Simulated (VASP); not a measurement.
# C in VASP: notebook

The runs below take C through single point, with PBE+D3(BJ).

Program: VASP 6.6.1. These are calculated values, not measurements. Logs are shortened: lines on timing, memory, paths and dates and some standing lists are left out, and cuts for length are marked.

## (1) The cell of the first run

The cell holds a slab with vacuum, 2 atoms: a = 2.471 Å, b = 2.471 Å, c = 26.002 Å, α = 90.00°, β = 90.00°, γ = 120.00°.

## (2) Single point, PBE+D3(BJ)

File INCAR:

```
SYSTEM = C
ALGO = Normal
DIPOL = 0.5 0.5 0.500
EDIFF = 1E-7
ENCUT = 520
GGA = PE
IDIPOL = 3
ISIF = 2
ISMEAR = 0
IVDW = 12
LASPH = .True.
LCHARG = .True.
LDIPOL = .True.
LELF = .True.
LREAL = .False.
LVACPOTAV = .True.
LVHAR = .True.
LWAVE = .False.
NBANDS = 11
NELM = 60
PREC = Accurate
SIGMA = 0.1
```

File KPOINTS:

```
k-points
0
Gamma
  21 21 1
  0 0 0
```

File POSCAR:

```
C
1.0
    2.4710000000      0.0000000000      0.0000000000
   -1.2355000000      2.1399487728      0.0000000000
    0.0000000000      0.0000000000     26.0024170307
C
2
Direct
    0.6666666667      0.3333333333      0.5000000000
    0.3333333333      0.6666666667      0.5000000000
```

Potentials or basis: VASP PAW PBE potentials, release 64 (C).

Command:

```bash
cat potpaw_PBE.64/C/POTCAR > POTCAR
mpirun -np 1 vasp_std > vasp.out
```

OUTCAR:

```text
SYSTEM = C
   EDIFF = 1E-7
   ENCUT = 520
   GGA = PE
   ISIF = 2
   ISMEAR = 0
   IVDW = 12
   LASPH = .True.
   LREAL = .False.
   NELM = 60
   PREC = Accurate
 IVDW          = 12

 ion  position               nearest neighbor table
   1  0.667  0.333  0.500-   2 1.43   2 1.43   2 1.43
   2  0.333  0.667  0.500-   1 1.43   1 1.43   1 1.43

  LATTYP: Found a hexagonal cell.
 ALAT       =     2.4710000000
 C/A-ratio  =    10.5230340068

  Lattice vectors:

 A1 = (   2.4710000000,   0.0000000000,   0.0000000000)
 A2 = (  -1.2355000000,   2.1399487728,   0.0000000000)
 A3 = (   0.0000000000,   0.0000000000,  26.0024170307)

Analysis of symmetry for initial positions (statically):
=====================================================================
 Subroutine PRICEL returns:
 Original cell was already a primitive cell.

 Routine SETGRP: Setting up the symmetry group for a
 hexagonal supercell.

 Subroutine GETGRP returns: Found 24 space group operations
 (whereof 24 operations were pure point group operations)
 out of a pool of 24 trial point group operations.

The static configuration has the point symmetry D_6h.

Analysis of symmetry for dynamics (positions and initial velocities):
=====================================================================
 Subroutine PRICEL returns:
 Original cell was already a primitive cell.

 Routine SETGRP: Setting up the symmetry group for a
 hexagonal supercell.

 Subroutine GETGRP returns: Found 24 space group operations
 (whereof 24 operations were pure point group operations)
 out of a pool of 24 trial point group operations.

The dynamic configuration has the point symmetry D_6h.

 Subroutine INISYM returns: Found 24 space group operations
 (whereof 24 operations are pure point group operations),
 and found     1 'primitive' translations

----------------------------------------------------------------------------------------

                                     Primitive cell

  volume of cell :     137.4959

  direct lattice vectors                    reciprocal lattice vectors
     2.471000000  0.000000000  0.000000000     0.404694456  0.233650453  0.000000000
    -1.235500000  2.139948773  0.000000000     0.000000000  0.467300906  0.000000000
     0.000000000  0.000000000 26.002417031     0.000000000  0.000000000  0.038457963

  length of vectors
     2.471000000  2.471000000 26.002417031     0.467300906  0.467300906  0.038457963

  position of ions in fractional coordinates (direct lattice)
     0.666666667  0.333333333  0.500000000
     0.333333333  0.666666667  0.500000000

  ion indices of the primitive-cell ions
   primitive index   ion index
                 1           1
                 2           2

----------------------------------------------------------------------------------------

 KPOINTS: k-points

Automatic generation of k-mesh.
 Grid dimensions read from file:
 generate k-points for:   21   21    1

 Generating k-lattice:

  Cartesian coordinates                     Fractional coordinates (reciprocal lattice)
     0.019271165  0.011126212  0.000000000     0.047619048 -0.000000000  0.000000000
     0.000000000  0.022252424  0.000000000     0.000000000  0.047619048  0.000000000
     0.000000000  0.000000000  0.038457963     0.000000000  0.000000000  1.000000000

  Length of vectors
     0.022252424  0.022252424  0.038457963

  Shift w.r.t. Gamma in fractional coordinates (k-lattice)
     0.000000000  0.000000000  0.000000000

 Subroutine IBZKPT returns following result:
 ===========================================

 Found     48 irreducible k-points:

 Following reciprocal coordinates:
            Coordinates               Weight
  0.000000  0.000000  0.000000      1.000000
  0.047619  0.000000  0.000000      6.000000
  0.095238  0.000000  0.000000      6.000000
  0.142857  0.000000  0.000000      6.000000
  0.190476  0.000000  0.000000      6.000000
  0.238095  0.000000  0.000000      6.000000
[... 16 lines left out ...]
  0.142857  0.095238  0.000000     12.000000
  0.190476  0.095238  0.000000     12.000000
 [... further k-points ...]
   k-points           NKPTS =     48   k-points in BZ     NKDIM =     48   number of bands    NBANDS=     11
   number of dos      NEDOS =    301   number of ions     NIONS =      2
   total plane-waves  NPLWV =  63504
   dimension x,y,z NGX =    18 NGY =   18 NGZ =  196
   dimension x,y,z NGXF=    36 NGYF=   36 NGZF=  392
   ions per type =               2
   NGX,Y,Z   is equivalent  to a cutoff of  12.11, 12.11, 12.53 a.u.
   NGXF,Y,Z  is equivalent  to a cutoff of  24.22, 24.22, 25.06 a.u.
 SYSTEM =  C
   PREC   = accura    normal or accurate (medium, high low for compatibility)
   ISTART =      0    job   : 0-new  1-cont  2-samecut
   ICHARG =      2    charge: 1-file 2-atom 10-const
   ISPIN  =      1    spin polarized calculation?
   LNONCOLLINEAR =      F non collinear calculations
   LSORBIT =      F    spin-orbit coupling
   LASPH  =      T    aspherical Exc in radial PAW
   ENCUT  =  520.0 eV  38.22 Ry    6.18 a.u.   4.59  4.59 48.35*2*pi/ulx,y,z
   NELM   =     60;   NELMIN=  2; NELMDL= -5     # of ELM steps
   EDIFF  = 0.1E-06   stopping-criterion for ELM
   LREAL  =      F    real-space projection
   EDIFFG = 0.1E-05   stopping-criterion for IOM
   NSW    =      0    number of steps for IOM
   IBRION =     -1    ionic relax: 0-MD 1-quasi-New 2-CG
   NFREE  =      0    steps in history (QN), initial steepest desc. (CG)
   ISIF   =      2    stress and relaxation
   ISYM   =      2    0-nonsym 1-usesym 2-fastsym
   POTIM  = 0.5000    time-step for ionic-motion
   TEBEG  =    0.0;   TEEND  =   0.0 temperature during run
   PSTRESS=    0.0 pullay stress
   NELECT =       8.0000    total number of electrons
   NUPDOWN=      -1.0000    fix difference up-down
   EMIN   =  10.00;   EMAX   =-10.00  energy-range for DOS
   EFERMI =   0.00;   METHOD = LEGACY
   ISMEAR =     0;   SIGMA  =   0.10  broadening in eV -4-tet -1-fermi 0-gaus
   EFERMI_NEDOS =   21; number of points for ismear=-14 and -15
   IALGO  =     38    algorithm
   IMIX   =      4    mixing-type and parameters
     AMIX     =   0.40;   BMIX     =  1.00
     AMIX_MAG =   1.60;   BMIX_MAG =  1.00
  volume/ion in A,a.u.               =      68.75       463.93
  Fermi-wavevector in a.u.,A,eV,Ry     =   0.634368  1.198782  5.475301  0.402423
  Thomas-Fermi vector in A             =   1.698340
   LORBIT       =      0    0 simple, 1 ext, 2 COOP (PROOUT), +10 PAW based schemes
   GGA     = PE    functional components
   LHFCALC =     F    Hartree Fock is set to
   AEXX    =    0.0000 exact exchange contribution
   IVDW    =    12    specifies the selected vdW correction
   LEPSILON=     F    determine dielectric tensor
   LRPA    =     F    only Hartree local field effects (RPA)
 non-spin polarized calculation
 Gauss-broadening in eV      SIGMA  =   0.10
  energy-cutoff  :      520.00
  volume of cell :      137.50
 maximum number of plane-waves:      3752
   NGX =  9   NGY =  9   NGZ = 97

 number of electron       7.9999996 magnetization

 dipolmoment           0.000000      0.000000     -0.000000 electrons x Angstroem

 Free energy of the ion-electron system (eV)
  ---------------------------------------------------
  ext. energy  EPLUGINS =         0.00000000
  ---------------------------------------------------
  free energy    TOTEN  =       -18.45096287 eV

  energy without entropy =      -18.45045113  energy(sigma->0) =      -18.45070700

 E-fermi :  -3.1095     XC(G=0):  -1.6666

 val. band max:       -3.1094796415   @ k =   0.3333   0.3333   0.0000
 cond. band min:      -3.1094796358   @ k =   0.3333   0.3333   0.0000
 fundamental gap:      0.0000000057
 Fermi energy:        -3.1094796381

 k-point     1 :       0.0000    0.0000    0.0000
  band No.  band energies     occupation
      1     -22.5831      2.00000
      2     -10.6857      2.00000
      3      -6.1579      2.00000
      4      -6.1579      2.00000
      5       0.1726      0.00000
      6       0.9456      0.00000
      7       1.2213      0.00000
      8       1.6857      0.00000
      9       1.9651      0.00000
     10       2.8742      0.00000
     11       3.2726      0.00000

 k-point     2 :       0.0476    0.0000    0.0000
  band No.  band energies     occupation
      1     -22.5297      2.00000
      2     -10.6220      2.00000
      3      -6.3775      2.00000
      4      -6.2730      2.00000
      5       0.2450      0.00000
      6       1.0191      0.00000
      7       1.2956      0.00000
      8       1.7597      0.00000
      9       2.0391      0.00000
     10       2.9478      0.00000
     11       3.3460      0.00000

 k-point     3 :       0.0952    0.0000    0.0000
  band No.  band energies     occupation
      1     -22.3697      2.00000
      2     -10.4314      2.00000
      3      -6.9936      2.00000
      4      -6.5881      2.00000
      5       0.4623      0.00000
      6       1.2394      0.00000
      7       1.5188      0.00000
      8       1.9817      0.00000
      9       2.2610      0.00000
     10       3.1687      0.00000
     11       3.5661      0.00000
[... 267 lines left out ...]
 k-point    23 :       0.1429    0.0952    0.0000
  band No.  band energies     occupation
      1     -21.5740      2.00000
      2      -9.4912      2.00000
      3      -9.1875      2.00000
      4      -8.0499      2.00000
      5       1.5486      0.00000
      6       2.3380      0.00000
      7       2.6348      0.00000
      8       3.0902      0.00000
      9       3.3710      0.00000
     10       4.2706      0.00000
     11       4.6672      0.00000

 k-point    24 :       0.1905    0.0952    0.0000
  band No.  band energies     occupation
      1     -21.1005      2.00000
      2     -10.2787      2.00000
      3      -8.9389      2.00000
      4      -8.6203      2.00000
      5       2.1992      0.00000
      6       2.9909      0.00000
      7       3.3044      0.00000
      8       3.7493      0.00000
      9       4.0366      0.00000
     10       4.1363      0.00000
     11       4.9350      0.00000

 [... further k-points ...]

------------------------ aborting loop because EDIFF is reached ----------------------------------------

 vacuum level on the upper side and lower side of the slab       (xc-potential included)        -0.090        -0.090

 Edisp (eV)   -0.17696

 E8    (eV) :    -0.0554

  FORCE on cell =-STRESS in cart. coord.  units (eV):
  Direction    XX          YY          ZZ          XY          YZ          ZX
  --------------------------------------------------------------------------------------
  -------------------------------------------------------------------------------------
  Total      -0.22322    -0.22322    -0.01061    -0.00000     0.00000     0.00000
  in kB      -2.60103    -2.60103    -0.12359    -0.00000     0.00000     0.00000
  external pressure =       -1.78 kB  Pullay stress =        0.00 kB

 VOLUME and BASIS-vectors are now :
 -----------------------------------------------------------------------------
  energy-cutoff  :      520.00
  volume of cell :      137.50
      direct lattice vectors                 reciprocal lattice vectors
     2.471000000  0.000000000  0.000000000     0.404694456  0.233650453  0.000000000
    -1.235500000  2.139948773  0.000000000     0.000000000  0.467300906  0.000000000
     0.000000000  0.000000000 26.002417031     0.000000000  0.000000000  0.038457963

 POSITION                                       TOTAL-FORCE (eV/Angst)
 -----------------------------------------------------------------------------------
      1.23550      0.71332     13.00121        -0.000000      0.000000      0.000000
     -0.00000      1.42663     13.00121         0.000000     -0.000000      0.000000
 -----------------------------------------------------------------------------------
    total drift:                                0.000000     -0.000000     -0.000000

  FREE ENERGIE OF THE ION-ELECTRON SYSTEM (eV)
  ---------------------------------------------------
  free  energy   TOTEN  =       -18.6279202990 eV

  energy  without entropy=      -18.6274085624  energy(sigma->0) =      -18.62766443

 vacuum level on the upper side and lower side of the slab         1.153         1.153
```

Run time: 2.6 min. Hardware: 1 thread of AMD EPYC 7R43 (Zen 3), shared host; peak memory 0.22 GiB.

What came out:

```
Free energy                     : -18.6279 eV
Band gap on the k mesh          : zero (filled and empty bands touch)
Dispersion energy per atom      : -0.088 eV
Work function of the upper face : 4.26 eV
Work function of the lower face : 4.26 eV
```

## (3) Single point, PBE+D3(BJ)

File INCAR:

```
PREC = Accurate
ENCUT = 520
EDIFF = 1E-6
ISMEAR = 0
SIGMA = 0.1
LREAL = F
LASPH = T
NELM = 80
ALGO = Normal
ISIF = 2
LWAVE = F
LCHARG = T
LDIPOL = T
IDIPOL = 3
DIPOL = 0.5 0.5 0.500
GGA = PE
IVDW = 12
LELF = T
LVHAR = T
LVACPOTAV = T
NBANDS = 11
```

File KPOINTS:

```
Automatic mesh
0
Gamma
  21 21 1
```

POSCAR is that of step 2.

Potentials or basis: VASP PAW PBE potentials, release 64 (C).

Command:

```bash
cat potpaw_PBE.64/C/POTCAR > POTCAR
mpirun -np 1 vasp_std > vasp.out
```

It took 2.7 min on 1 thread of Intel Xeon Platinum 8375C at 2.90GHz (Ice Lake), shared host; peak memory 0.26 GiB.

It converged, with:

| Property | Result |
| --- | --- |
| Free energy | -18.6279 eV |
| Band gap on the k mesh | zero (filled and empty bands touch) |
| Dispersion energy per atom | -0.088 eV |

Levels at points of the mesh, in eV from the Fermi level:
```tsv
k point	band 1	band 2	band 3	band 4	band 5	band 6	band 7	band 8
(0.00, 0.00, 0.00)	-19.47	-7.58	-3.05	-3.05	3.28	4.05	4.32	4.78
```

## (4) Single point, PBE+D3(BJ)

This run uses another cell than the first one, of 71.39 Å³/atom, 1.038 times its volume.

File INCAR:

```
SYSTEM = C
PREC     = Accurate       ! precision mode
ENCUT    = 520            ! plane-wave cutoff, eV
EDIFF    = 1E-6           ! SCF threshold, eV
ISMEAR   = 0              ! smearing method
SIGMA    = 0.1            ! smearing width, eV
LREAL    = .False.        ! projectors in reciprocal space
LASPH    = .True.         ! aspherical terms in the spheres
NELM     = 100            ! most SCF steps
ALGO     = Normal         ! electronic algorithm
ISIF     = 2              ! what is computed and relaxed
LWAVE    = .False.        ! write WAVECAR
LCHARG   = .True.         ! write CHGCAR
LDIPOL   = .True.       
IDIPOL   = 3            
DIPOL    = 0.5 0.5 0.500
GGA      = PE             ! functional
IVDW     = 12             ! dispersion correction
LELF     = .True.         ! ELF
LVHAR    = .True.       
LVACPOTAV= .True.       
NBANDS   = 11             ! bands
```

File KPOINTS:

```
regular mesh
0
Gamma
  21 21 1
  0 0 0
```

File POSCAR:

```
C
1.0
    2.5180000000      0.0000000000      0.0000000000
   -1.2590000000      2.1806519667      0.0000000000
    0.0000000000      0.0000000000     26.0024170307
C
2
Direct
    0.6666666667      0.3333333333      0.5000000000
    0.3333333333      0.6666666667      0.5000000000
```

Command:

```bash
cat potpaw_PBE.64/C/POTCAR > POTCAR
mpirun -np 1 vasp_std > vasp.out
```

Wall time 3 min (1 thread of Intel Xeon Platinum 8375C at 2.90GHz (Ice Lake), shared host); peak memory 0.27 GiB.

Results (log left out):

| Item | Value |
| --- | --- |
| Free energy | -18.5722 eV |
| Band gap on the k mesh | zero (filled and empty bands touch) |
| Dispersion energy per atom | -0.087 eV |

Levels at points of the mesh, in eV from the Fermi level:
| k point | band 2 | band 3 | band 4 | band 5 | band 6 | band 7 |
| --- | --- | --- | --- | --- | --- | --- |
| (0.00, 0.00, 0.00) | -7.20 | -3.06 | -3.06 | 3.45 | 4.21 | 4.48 |
